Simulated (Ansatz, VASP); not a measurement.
## CdS in VASP and in Ansatz

Contents of INCAR:

```
SYSTEM = CdS
ALGO = Normal
EDIFF = 1E-6
ENCUT = 520
GGA = PE
ISIF = 2
ISMEAR = -1
LASPH = .True.
LCHARG = .True.
LELF = .True.
LREAL = .False.
LVHAR = .True.
LWAVE = .False.
NBANDS = 16
NELM = 100
PREC = Accurate
SIGMA = 0.02
```

Contents of KPOINTS:

```
k-points
0
Gamma
  8 8 8
  0 0 0
```

The input POSCAR:

```
CdS
1.0
   -0.0476152804      2.9392148416      2.9392148416
    2.9392148416     -0.0476152804      2.9392148416
    2.8915995612      2.8915995612      0.0000000000
Cd S
1 1
Direct
   -0.0035838390     -0.0035838390      0.0035838390
    0.2535838390      0.2535838390      0.2464161610
```

Input for Ansatz:

```yaml
crystal:
  lattice:
    - [-0.0476152804, 2.9392148416, 2.9392148416]
    - [2.9392148416, -0.0476152804, 2.9392148416]
    - [2.8915995612, 2.8915995612, 0.0]
  atoms:
    - { symbol: Cd, position: [-0.003583839, -0.003583839, 0.003583839] }
    - { symbol: S, position: [0.253583839, 0.253583839, 0.246416161] }
kpoints:
  mp_grid: { grid: [8, 8, 8] }
  band_path:
    path:
      - [0.0, 0.0, 0.0]
      - [-0.5, -0.5, 0.0]
      - [-0.375, -0.375, 0.25]
      - [-0.375, 0.0, 0.375]
      - [0.0, 0.0, 0.5]
      - [-0.5, -0.25, 0.25]
    npoints: 1
hamiltonian:
  xc: pbe
scf:
  occupations: { method: fermi_dirac, width: 0.02 }
  n_extra_bands: 4
output:
  forces: true
  stress: true
  eigenvalues: true
```

Change from the starting cell: shear_xy strain -3.2%.

Alike in both runs: task single point; functional PBE; k mesh 8 × 8 × 8; occupations fermi-dirac, width 0.02 eV; no spin polarisation.

|  | VASP | Ansatz |
| --- | --- | --- |
| version | VASP 6.6.1 | Ansatz 0.2.0 |
| potentials or method | VASP PAW PBE potentials, release 64 (Cd, S) | plane waves, PAW |
| plane-wave cutoff (eV) | 520 | 420 |
| valence electrons in the cell | 18 | 26 |

VASP gave:

* gap on the k mesh at the Fermi level (eV): 1.03
* pressure (GPa): 1.7
* traceless stress, the component that is largest in VASP (GPa): 0.82

Question: What did Ansatz give for the same quantities?

Answer: gap on the k mesh at the Fermi level (eV): 1.03; pressure (GPa): 1.4; traceless stress, the component that is largest in VASP (GPa): 0.81.

VASP's potentials hold 18 valence electrons a cell and Ansatz's 26, so a difference there can come from the potentials and not from the codes.
